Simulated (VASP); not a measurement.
## Sr2ZrO3: single point with PBE

Sr2ZrO3:

```xyz
6
Lattice="3.4666 0.0000 0.0000 -1.7333 3.0021 0.0000 0.0000 0.0000 8.7156" Properties=species:S:1:pos:R:3 pbc="T T T"
Sr    0.0000    2.0014    1.5378
Sr    1.7333    1.0007    7.1778
Zr    0.0000    0.0000    4.3578
O     0.0000    2.0014    5.5546
O     1.7333    1.0007    3.1610
O     0.0000    0.0000    0.0000
```

```json
{
  "Program": "VASP 6.6.1",
  "Task": "single point",
  "Functional": "PBE",
  "Potentials or basis": "VASP PAW PBE potentials, release 64 (Sr_sv, Zr_sv, O)",
  "Cutoff": "520 eV",
  "k mesh": "6 × 6 × 4",
  "Occupations": "gaussian, width 0.1 eV",
  "Spin": "no spin polarisation",
  "Dipole correction": "no",
  "Further INCAR settings": "ALGO = Normal; EDIFF = 1e-07; NBANDS = 34"
}
```

The pressure is 0.4 GPa and the largest force is 0.017 eV/Å. The band gap on the k mesh is zero (band 25 reaches 7.50 eV, above the bottom of band 26 at 7.05 eV).

Forces on the atoms (eV/Å):
```
Sr   0.000  0.000  0.002
Sr   0.000  0.000 -0.002
Zr   0.000  0.000  0.000
O    0.000  0.000 -0.017
O    0.000  0.000  0.017
O    0.000  0.000  0.000
```

Stress tensor (GPa, compression positive):
```
0.34 0.00 0.00
0.00 0.34 0.00
0.00 0.00 0.60
```

Levels at points of the mesh, in eV from the Fermi level:
```tsv
k point	band 23	band 24	band 25	band 26	band 27	band 28
(0.00, 0.00, 0.00)	-3.75	-3.75	-0.04	0.38	0.38	0.99
(0.50, 0.00, 0.00)	-4.04	-3.84	-1.57	1.20	1.70	1.84
(0.00, 0.00, 0.50)	-3.82	-3.82	0.38	0.41	0.41	1.18
(0.50, 0.00, 0.50)	-4.16	-3.88	-1.16	0.17	1.37	2.22
```

Run time: 57 s on 1 thread of Intel(R) Xeon(R) 6975P-C (Granite Rapids) (shared host), peak memory 0.26 GiB.
